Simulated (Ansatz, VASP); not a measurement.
Os: VASP beside Ansatz

INCAR

```
PREC = Accurate
ENCUT = 520
EDIFF = 1E-7
ISMEAR = -1
SIGMA = 0.08
LREAL = False
LASPH = True
NELM = 80
ALGO = Normal
ISIF = 2
LWAVE = False
LCHARG = True
GGA = CA
LELF = True
LVHAR = True
NBANDS = 10
```

The input KPOINTS:

```
Automatic mesh
0
Gamma
  19 19 19
```

POSCAR

```
Os
1.0
    0.0000000000      1.6719464131      1.6719464131
    1.6719464131      0.0000000000      1.6719464131
    1.6719464131      1.6719464131      0.0000000000
Os
1
Direct
    0.0000000000      0.0000000000      0.0000000000
```

Input for Ansatz:

```yaml
crystal:
  lattice:
    - [0.0, 1.6719464131, 1.6719464131]
    - [1.6719464131, 0.0, 1.6719464131]
    - [1.6719464131, 1.6719464131, 0.0]
  atoms:
    - { symbol: Os, position: [0.0, 0.0, 0.0] }
kpoints:
  mp_grid: { grid: [19, 19, 19] }
scf:
  occupations: { method: fermi_dirac, width: 0.08 }
hamiltonian:
  xc: lda
  pseudopotentials: { kind: all_electron, lapw: { basis_error: 0.001 } }
output:
  forces: true
  stress: true
  eigenvalues: true
  populations: true
```

Change from the starting cell: volume scaled by 0.68, LAPW.

Alike in both runs: task single point; functional LDA; k mesh 19 × 19 × 19; occupations fermi-dirac, width 0.08 eV; no spin polarisation.

```csv
,VASP,Ansatz
version,VASP 6.6.1,Ansatz 0.2.0
potentials or method,"VASP PAW LDA potentials, release 64 (Os), cutoff 520 eV","all-electron LAPW, scalar-relativistic"
```

VASP gave:

| Item | Value |
| --- | --- |
| pressure (GPa) | 428.1 |

Problem. What did Ansatz give for the same quantities?

Solution. Pressure (GPa): 406.3.

LDA's correlation is that of Perdew and Zunger in VASP and of Perdew and Wang (1992) in Ansatz. Both programs put the cell under a high pressure, so it lies far from rest at this level. Ansatz ran all-electron here, and VASP with PAW potentials.

Spin-orbit coupling is off throughout. Noted on VASP's run: the cell as given lies far from equilibrium.
